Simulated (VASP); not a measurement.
Input of a VASP 6.6.1 run:

INCAR

```
PREC = Accurate ; ENCUT = 520
EDIFF = 1E-6 ; ISMEAR = 0
SIGMA = 0.02 ; LREAL = F
LASPH = T ; NELM = 80
ALGO = Normal ; ISIF = 2
LWAVE = F ; LCHARG = F
GGA = PE ; NBANDS = 16
```

Contents of KPOINTS:

```
regular mesh
0
Gamma
  9 9 6
```

POSCAR

```
AlN
1.0
    3.0410096706      0.0000000000      0.0000000000
   -1.5205048353      2.6335916279      0.0000000000
    0.0000000000      0.0000000000      4.8382670995
Al N
2 2
Direct
    0.3333333333      0.6666666667     -0.0018184293
    0.6666666667      0.3333333333      0.4981815707
    0.3333333333      0.6666666667      0.3818184293
    0.6666666667      0.3333333333      0.8818184293
```

Potentials or basis: VASP PAW PBE potentials, release 64 (Al, N).

Launch:

```bash
$ cat potpaw_PBE.64/Al/POTCAR potpaw_PBE.64/N/POTCAR > POTCAR
$ mpirun -np 1 vasp_std > vasp.out
```

(1) Predict the largest force.

(2) What does it give for the pressure?

(3) What does it give for the band gap on the k mesh?

Results:

(1) 0.009 eV/Å.

(2) 21.6 GPa.

(3) 4.84 eV, direct.
